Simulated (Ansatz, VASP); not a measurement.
## Two plane-wave programs on Ti

The input INCAR:

```
ALGO = Fast ; EDIFF = 1E-6
ENCUT = 520 ; GGA = PS
ISIF = 2 ; ISMEAR = 0
LASPH = T ; LCHARG = F
LREAL = F ; LWAVE = F
NBANDS = 19 ; NELM = 80
PREC = Accurate ; SIGMA = 0.15
```

The input KPOINTS:

```
k-points
0
Gamma
  14 14 14
```

POSCAR

```
Ti
1.0
    0.0000000000     -3.2099008398      0.0000000000
   -3.2099008398      0.0000000000      0.0000000000
    0.0000000000      0.0000000000     -3.2099008398
Ti
2
Direct
    0.5229290572      0.5229290572      0.5000000000
   -0.0229290572     -0.0229290572      0.0000000000
```

Input for Ansatz:

```yaml
crystal:
  lattice:
    - [0.0, -3.2099008398, 0.0]
    - [-3.2099008398, 0.0, 0.0]
    - [0.0, 0.0, -3.2099008398]
  atoms:
    - { symbol: Ti, position: [0.5229290572, 0.5229290572, 0.5] }
    - { symbol: Ti, position: [-0.0229290572, -0.0229290572, 0.0] }
basis:
  ecutwfc: 520.0
kpoints:
  mp_grid: { grid: [14, 14, 14] }
hamiltonian:
  xc: pbesol
  pseudopotentials: { kind: paw, azcp: { folder: soft_1 } }
scf:
  occupations: { method: gaussian, width: 0.15 }
output:
  forces: true
  stress: true
  eigenvalues: true
  write_density: true
  write_potential: true
  elf: true
  volumetric_format: npy
```

Change from the starting cell: mode 4 frozen in at -0.074 Å and mode 5 at -0.074 Å (largest displacements).

Alike in both runs: task single point; functional PBEsol; k mesh 14 × 14 × 14; occupations gaussian, width 0.15 eV; no spin polarisation.

```csv
,VASP,Ansatz
version,VASP 6.6.1,Ansatz 0.2.0
potentials or method,"VASP PAW PBE potentials, release 64 (Ti_sv), cutoff 520 eV","scalar-relativistic, plane waves, PAW"
valence electrons in the cell,24,24
```

|  | VASP | Ansatz | Ansatz less VASP |
| --- | --- | --- | --- |
| gap on the k mesh at the Fermi level (eV) | none | none | - |
| pressure (GPa) | 1.0 | 1.2 | +0.26 |
| traceless stress, the component that is largest in VASP (GPa) | 1.55 | 1.52 | -0.027 |
| rms of the force components (eV/Å) | 0.653 | 0.652 | -0.0007 |

VASP's potentials were made for PBE, not for PBEsol, and Ansatz warns of the same on its side. Atom by atom the forces differ by 0.001 eV/Å (rms over components). A gap of «none» marks a metal or a gap that the smearing closes. With one functional, cell and mesh, what is left measures potentials, basis and numerics.
